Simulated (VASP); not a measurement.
A run of VASP 6.6.1:

INCAR

```
PREC = Accurate
ENCUT = 500
EDIFF = 1E-6
ISMEAR = 0
SIGMA = 0.1
LREAL = F
LASPH = T
NELM = 120
ALGO = Normal
ISIF = 2
LWAVE = F
LCHARG = F
GGA = PE
NBANDS = 19
GGA_COMPAT = F
```

KPOINTS

```
regular mesh
0
Gamma
  22 22 22
```

POSCAR

```
Ti
1.0
    0.0000000000      2.5571661226      4.7230786817
    1.4312639990      0.0000000000      4.7230786817
    1.4312639990      2.5571661226      0.0000000000
Ti
2
Direct
    0.7500000000      0.7500000000      0.7500000000
    0.5000000000      0.5000000000      0.5000000000
```

Potentials or basis: VASP PAW PBE potentials, release 64 (Ti_sv).

Command:

```console
$ cat potpaw_PBE.64/Ti_sv/POTCAR > POTCAR
$ mpirun -np 1 vasp_std > vasp.out
```

Hardware: 1 thread of Oxide Virtual Turin-like Processor (shared host).

Task: Estimate the wall time of this run.

Result: It took 42 min on 1 thread of Oxide Virtual Turin-like Processor, on a shared host, peak memory 0.78 GiB. Counts: scf iterations 14, k points 1530.
